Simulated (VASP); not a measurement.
Here is a VASP 6.6.1 calculation.

Contents of INCAR:

```
PREC = Accurate
ENCUT = 520
EDIFF = 1E-7
ISMEAR = 0
SIGMA = 0.1
LREAL = False
LASPH = True
NELM = 80
ALGO = Fast
ISIF = 2
LWAVE = False
LCHARG = False
GGA = PS
IVDW = 12
NBANDS = 30
```

File KPOINTS:

```
regular mesh
0
Gamma
  10 10 10
```

The input POSCAR:

```
In3Sb
1.0
    4.5455127921      0.0000000000      0.0000000000
    0.0000000000      4.5455127921      0.0000000000
    0.0000000000      0.0000000000      4.5455127921
In Sb
3 1
Direct
    0.5000000000      0.5000000000      0.0000000000
    0.5000000000      0.0000000000      0.5000000000
    0.0000000000      0.5000000000      0.5000000000
    0.0000000000      0.0000000000      0.0000000000
```

Potentials or basis: VASP PAW PBE potentials, release 64 (In_d, Sb).

The run is started by

```bash
$ cat potpaw_PBE.64/In_d/POTCAR potpaw_PBE.64/Sb/POTCAR > POTCAR
$ mpirun -np 1 vasp_std > vasp.out
```

Problem. Predict the band gap on the k mesh.

Solution. Zero (band 22 reaches 9.76 eV, above the bottom of band 23 at 5.09 eV).

Problem. What does it give for the pressure?

Solution. 3.8 GPa.

Problem. What does it give for the dispersion energy per atom?

Solution. -0.444 eV.

Caveat: the PAW data sets were made with another functional, which shifts forces and pressure a little; spin-orbit coupling is left out, which moves the levels of the heavy elements; pairwise dispersion overbinds metals, which lowers pressure and volume.
